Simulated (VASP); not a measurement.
# RuS (Fm-3m) in VASP: elastic constants with PBEsol

Aim: the elastic constants of RuS with PBEsol.

Everything below comes from runs of VASP 6.6.1. Logs are shortened: lines on timing, memory, paths and dates and some standing lists are left out, and cuts for length are marked.

## Step 1: The cell of the first run

Symmetry: Fm-3m, No. 225, cubic system. The conventional cell has a = 4.837 Å, b = 4.837 Å, c = 4.837 Å, α = 90.00°, β = 90.00°, γ = 90.00°. Within 3.2 Å of Ru (site symmetry m-3m) lie 6 S at 2.42 Å. Within 3.2 Å of S (site symmetry m-3m) lie 6 Ru at 2.42 Å.

## Step 2: Elastic constants, PBEsol

Contents of INCAR:

```
ALGO = Normal
EDIFF = 1E-8
ENCUT = 600
GGA = PS
IBRION = 6
ISIF = 3
ISMEAR = 0
LASPH = True
LCHARG = True
LREAL = False
LWAVE = False
NELM = 80
NFREE = 2
NSW = 1
POTIM = 0.015
PREC = Accurate
SIGMA = 0.05
```

Contents of KPOINTS:

```
k-points
0
Gamma
  10 10 10
```

Contents of POSCAR:

```
RuS
1.0
    0.0000000000      2.4183090690      2.4183090690
    2.4183090690      0.0000000000      2.4183090690
    2.4183090690      2.4183090690      0.0000000000
Ru S
1 1
Direct
    0.5000000000      0.5000000000      0.5000000000
    0.0000000000      0.0000000000      0.0000000000
```

Potentials or basis: VASP PAW PBE potentials, release 64 (Ru_pv, S).

Command:

```sh
$ cat potpaw_PBE.64/Ru_pv/POTCAR potpaw_PBE.64/S/POTCAR > POTCAR
$ mpirun -np 1 vasp_std > vasp.out
```

OUTCAR:

```text
EDIFF = 1E-8
   ENCUT = 600
   GGA = PS
   IBRION = 6
   ISIF = 3
   ISMEAR = 0
   LASPH = True
   LREAL = False
   NELM = 80
   NFREE = 2
   NSW = 1
   POTIM = 0.015
   PREC = Accurate

 ion  position               nearest neighbor table
   1  0.500  0.500  0.500-   2 2.42   2 2.42   2 2.42   2 2.42   2 2.42   2 2.42
   2  0.000  0.000  0.000-   1 2.42   1 2.42   1 2.42   1 2.42   1 2.42   1 2.42

  LATTYP: Found a face centered cubic cell.
 ALAT       =     4.8366181380

  Lattice vectors:

 A1 = (   0.0000000000,   2.4183090690,   2.4183090690)
 A2 = (   2.4183090690,   0.0000000000,   2.4183090690)
 A3 = (   2.4183090690,   2.4183090690,   0.0000000000)

Analysis of symmetry for initial positions (statically):
=====================================================================
 Subroutine PRICEL returns:
 Original cell was already a primitive cell.

 Routine SETGRP: Setting up the symmetry group for a
 face centered cubic supercell.

 Subroutine GETGRP returns: Found 48 space group operations
 (whereof 48 operations were pure point group operations)
 out of a pool of 48 trial point group operations.

The static configuration has the point symmetry O_h .

Analysis of symmetry for dynamics (positions and initial velocities):
=====================================================================
 Subroutine PRICEL returns:
 Original cell was already a primitive cell.

 Routine SETGRP: Setting up the symmetry group for a
 face centered cubic supercell.

 Subroutine GETGRP returns: Found 48 space group operations
 (whereof 48 operations were pure point group operations)
 out of a pool of 48 trial point group operations.

The dynamic configuration has the point symmetry O_h .

[... 740 lines left out ...]
      2     -31.5584      2.00000
      3     -31.5553      2.00000
      4      -3.7794      2.00000
      5       3.8312      2.00000
      6       6.0117      2.00000
      7       6.5054      2.00000
      8       7.6490      2.00000
      9       9.4592      2.00000
     10      10.8455      0.23535
     11      10.9904      0.00000
     12      12.8101      0.00000
     13      15.5561      0.00000
     14      20.1593      0.00000

 [... further k-points ...]

------------------------ aborting loop because EDIFF is reached ----------------------------------------

  FORCE on cell =-STRESS in cart. coord.  units (eV):
  Direction    XX          YY          ZZ          XY          YZ          ZX
  --------------------------------------------------------------------------------------
  -------------------------------------------------------------------------------------
  Total        0.0351500      0.0130832      0.0130832      0.0000000     -0.0000000      0.0000000
  in kB        1.9909954      0.7410712      0.7410712      0.0000000     -0.0000000      0.0000000
  external PRESSURE =       1.1577126 kB  Pullay stress =       0.0000000 kB
[... 17 lines left out ...]
  FREE ENERGIE OF THE ION-ELECTRON SYSTEM (eV)
  ---------------------------------------------------
  free  energy   TOTEN  =       -13.9904707889 eV

  energy  without entropy=      -13.9842561218  energy(sigma->0) =      -13.98736346

 INTERNAL STRAIN TENSORS FROM STRAINED CELLS
 ============================================

 INTERNAL STRAIN TENSOR FOR ION    1 for displacements in x,y,z  (eV/Angst):
          X           Y           Z          XY          YZ          ZX
  --------------------------------------------------------------------------------
  x    -0.00000     0.00000    -0.00000    -0.00000    -0.00000     0.00000
  y     0.00000     0.00000     0.00000     0.00000     0.00000     0.00000
  z    -0.00000    -0.00000     0.00000    -0.00000    -0.00000     0.00000

 INTERNAL STRAIN TENSORS FROM DISPLACED ATOMS
 ============================================

 INTERNAL STRAIN TENSOR FOR ION    1 for displacements in x,y,z  (eV/Angst):
          X           Y           Z          XY          YZ          ZX
  --------------------------------------------------------------------------------
  x     0.00000     0.00000     0.00000     0.00000     0.00000     0.00000
  y     0.00000     0.00000     0.00000     0.00000     0.00000     0.00000
  z     0.00000     0.00000     0.00000     0.00000     0.00000     0.00000

 INTERNAL STRAIN TENSOR FOR ION    2 for displacements in x,y,z  (eV/Angst):
          X           Y           Z          XY          YZ          ZX
  --------------------------------------------------------------------------------
  x     0.00000     0.00000     0.00000     0.00000     0.00000     0.00000
  y     0.00000     0.00000     0.00000     0.00000     0.00000     0.00000
  z     0.00000     0.00000     0.00000     0.00000     0.00000     0.00000

 Eigenvectors and eigenvalues of the dynamical matrix
 ----------------------------------------------------

   1 f  =    0.001196 THz     0.007513 2PiTHz    0.039886 cm-1     0.004945 meV
             X         Y         Z           dx          dy          dz
      2.418309  2.418309  2.418309    -0.871348    0.000000    0.000000
      0.000000  0.000000  0.000000    -0.490665    0.000000    0.000000
[... 21 lines left out ...]
   6 f/i=   10.328934 THz    64.898609 2PiTHz  344.536166 cm-1    42.717021 meV
             X         Y         Z           dx          dy          dz
      2.418309  2.418309  2.418309     0.000000    0.490665    0.000000
      0.000000  0.000000  0.000000     0.000000   -0.871348    0.000000

--------------------------------------------------------------------------------------------------------

 ELASTIC MODULI CONTR FROM IONIC RELAXATION (kBar)
 Direction    XX          YY          ZZ          XY          YZ          ZX
 --------------------------------------------------------------------------------
 XX           0.0000      0.0000      0.0000      0.0000      0.0000      0.0000
 YY           0.0000      0.0000      0.0000      0.0000      0.0000      0.0000
 ZZ           0.0000      0.0000      0.0000      0.0000      0.0000      0.0000
 XY           0.0000      0.0000      0.0000      0.0000      0.0000      0.0000
 YZ           0.0000      0.0000      0.0000      0.0000      0.0000      0.0000
 ZX           0.0000      0.0000      0.0000      0.0000      0.0000      0.0000
 --------------------------------------------------------------------------------

 TOTAL ELASTIC MODULI (kBar)
 Direction    XX          YY          ZZ          XY          YZ          ZX
 --------------------------------------------------------------------------------
 XX        3486.0801   1217.8037   1217.8037      0.0000      0.0000      0.0000
 YY        1217.8037   3486.0801   1217.8037      0.0000      0.0000      0.0000
 ZZ        1217.8037   1217.8037   3486.0801      0.0000      0.0000     -0.0000
 XY           0.0000      0.0000      0.0000  -1094.6427      0.0000     -0.0000
 YZ           0.0000      0.0000      0.0000      0.0000  -1094.6427      0.0000
 ZX           0.0000      0.0000     -0.0000     -0.0000      0.0000  -1094.6427
 --------------------------------------------------------------------------------
```

It took 12 min on 1 thread of Intel Xeon Platinum 8488C (Sapphire Rapids), shared host; peak memory 0.36 GiB.

Results:

```yaml
Elastic_constants_C11_C12_C44: 349, 122, -109 GPa
Voigt_bulk_modulus: 197 GPa
Highest_phonon_frequency_at_Γ_LO-TO_splitting_left_out: 0 cm⁻¹
Most_unstable_mode: 345i cm⁻¹
```

Phonon frequencies in cm⁻¹ (negative: imaginary):
| q point | frequencies |
| --- | --- |
| (0.000, 0.000, 0.000) | -345 -345 -345 0 0 0 |

Elastic tensor in Voigt notation (GPa, in the Cartesian axes of the cell as first typed):
```
 349  122  122    0    0    0
 122  349  122    0    0    0
 122  122  349    0    0    0
   0    0    0 -109    0    0
   0    0    0    0 -109    0
   0    0    0    0    0 -109
```

Clamped-ion elastic tensor (GPa):
```
 349  122  122    0    0    0
 122  349  122    0    0    0
 122  122  349    0    0    0
   0    0    0 -109    0    0
   0    0    0    0 -109    0
   0    0    0    0    0 -109
```

Caveat: some modes are imaginary; the elastic tensor has a negative eigenvalue, so either the cell is unstable as it stands or the mesh is too thin; the PAW data sets were made with another functional, which shifts forces and pressure a little.
